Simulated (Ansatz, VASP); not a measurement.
# One calculation of CO2, two programs

```
C O
1.0
     4.06993    0.00000    0.00000
     0.00000    4.06993    0.00000
     0.00000    0.00000    5.64236
C O
4 8
Direct
  0.18999 0.18999 0.00000
  0.31001 0.68999 0.75000
  0.68999 0.31001 0.25000
  0.81001 0.81001 0.50000
  0.65441 0.72882 0.70849
  0.34559 0.27118 0.20849
  0.72882 0.65441 0.29151
  0.22882 0.84559 0.95849
  0.27118 0.34559 0.79151
  0.15441 0.77118 0.54151
  0.84559 0.22882 0.04151
  0.77118 0.15441 0.45849
```

Alike in both runs: task relaxation of cell and atoms; functional PBE; k mesh 6 × 6 × 4; occupations gaussian, width 0.02 eV; no spin polarisation.

```csv
,VASP,Ansatz
version,VASP 6.6.1,Ansatz 0.2.0
potentials or method,"VASP PAW PBE potentials, release 64 (C, O), cutoff 600 eV","scalar-relativistic, plane waves, PAW"
valence electrons in the cell,64,64
```

VASP gave:

| Quantity | Value |
| --- | --- |
| gap on the k mesh at the Fermi level, each at its own relaxed structure (eV) | 6.53 |
| relaxed volume (Å³/atom) | 7.81 |
| relaxed cell length with the largest relative difference (Å) | 5.648 |

**Question.** What did Ansatz give for the same quantities?

**Answer.** gap on the k mesh at the Fermi level, each at its own relaxed structure (eV): 6.63; relaxed volume (Å³/atom): 7.80; relaxed cell length with the largest relative difference (Å): 5.645.
